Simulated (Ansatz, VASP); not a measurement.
# Mg3S2O: VASP beside Ansatz

Contents of INCAR:

```
PREC = Accurate
ENCUT = 520
EDIFF = 1E-6
ISMEAR = 0
SIGMA = 0.1
LREAL = F
LASPH = T
NELM = 150
ALGO = Normal
ISIF = 2
LWAVE = F
LCHARG = T
ISPIN = 2
MAGMOM = 0 0 0 0 0 1
LORBIT = 11
GGA = PE
LELF = T
LVHAR = T
NBANDS = 25
```

The input KPOINTS:

```
Automatic mesh
0
Gamma
  4 4 4
```

The input POSCAR:

```
Mg3S2O
1.0
    5.4234640421      0.0000000000      0.0000000000
    0.0000000000      5.4234640421      0.0000000000
    0.0000000000      0.0000000000      4.4563073056
Mg S O
3 2 1
Direct
    0.0000000000      0.5000000000      0.5000000000
    0.5000000000      0.0000000000      0.5000000000
    0.5000000000      0.5000000000      0.5000000000
    0.5000000000      0.5000000000      0.0000000000
    0.0000000000      0.0000000000      0.5000000000
    0.0000000000      0.0000000000      0.0000000000
```

Input for Ansatz:

```yaml
crystal:
  lattice:
    - [5.4234640421, 0.0, 0.0]
    - [0.0, 5.4234640421, 0.0]
    - [0.0, 0.0, 4.4563073056]
  atoms:
    - { symbol: Mg, position: [0.0, 0.5, 0.5] }
    - { symbol: Mg, position: [0.5, 0.0, 0.5] }
    - { symbol: Mg, position: [0.5, 0.5, 0.5] }
    - { symbol: S, position: [0.5, 0.5, 0.0] }
    - { symbol: S, position: [0.0, 0.0, 0.5] }
    - { symbol: O, position: [0.0, 0.0, 0.0], spin: 1.0 }
basis:
  ecutwfc: 420
kpoints:
  mp_grid: { grid: [4, 4, 4] }
hamiltonian:
  xc: pbe
scf:
  occupations: { method: gaussian, width: 0.1 }
  lower_state_search: "off"
output:
  forces: true
  stress: true
  eigenvalues: true
  populations: true
magnetization:
  spin_polarized: true
```

Alike in both runs: task single point; functional PBE; k mesh 4 × 4 × 4; occupations gaussian, width 0.1 eV; collinear spin.

|  | VASP | Ansatz |
| --- | --- | --- |
| version | VASP 6.6.1 | Ansatz 0.2.0 |
| potentials or method | VASP PAW PBE potentials, release 64 (Mg, S, O), cutoff 520 eV | scalar-relativistic, plane waves, PAW |
| valence electrons in the cell | 24 | 48 |

|  | VASP | Ansatz | Ansatz less VASP |
| --- | --- | --- | --- |
| gap on the k mesh at the Fermi level (eV) | none | none | - |
| pressure (GPa) | 0.1 | 0.2 | +0.13 |
| traceless stress, the component that is largest in VASP (GPa) | -0.41 | -0.45 | -0.039 |
| net moment per atom (μB) | 0.00 | 0.03 | +0.027 |
| size of the moment on the site where the two differ most (μB) | 0.00 | 0.15 | +0.155 |

Site moments also hang on the region over which each program counts them. A gap of «none» marks a metal or a gap that the smearing closes. VASP's potentials hold 24 valence electrons a cell and Ansatz's 48, so a difference there can come from the potentials and not from the codes.
